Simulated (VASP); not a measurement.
# TiAl: single point with PBEsol

Crystal: TiAl.

```
Ti Al
1.0
     2.70520    0.00000    0.00000
    -1.35260    2.34277    0.00000
     0.00000    0.00000    4.61919
Ti Al
1 1
Direct
  0.00000 0.00000 0.00000
  0.33333 0.66667 0.50000
```

* Program: VASP 6.6.1
* Task: single point
* Functional: PBEsol
* Potentials or basis: VASP PAW PBE potentials, release 64 (Ti_sv, Al)
* Cutoff: 520 eV
* k mesh: 18 × 18 × 10
* Occupations: gaussian, width 0.15 eV
* Spin: no spin polarisation

The pressure is 13.3 GPa and the band gap on the k mesh is zero (an odd number of electrons rules out a gap without spin polarisation).

Stress tensor (GPa, compression positive):
```
16.10  0.00  0.00
 0.00 16.10  0.00
 0.00  0.00  7.60
```

Levels at points of the mesh, in eV from the Fermi level:
```tsv
k point	band 4	band 5	band 6	band 7	band 8	band 9	band 10	band 11
(0.00, 0.00, 0.00)	-31.84	-9.72	-2.66	-2.31	1.42	1.42	3.32	3.32
(0.50, 0.00, 0.00)	-32.06	-4.03	-2.76	-1.96	-1.36	2.48	4.22	4.57
(0.00, 0.00, 0.50)	-31.84	-8.81	-5.70	-0.86	1.43	1.43	3.26	3.26
(0.50, 0.00, 0.50)	-32.06	-4.01	-2.61	-2.17	0.83	0.94	2.32	2.98
```

Wall time 99 s on 1 thread of Intel Xeon 8259CL (shared host), peak memory 0.22 GiB.

Caveat: the stress differs along the axes, from 8 to 16 GPa; the PAW data sets were made with another functional, which shifts forces and pressure a little.
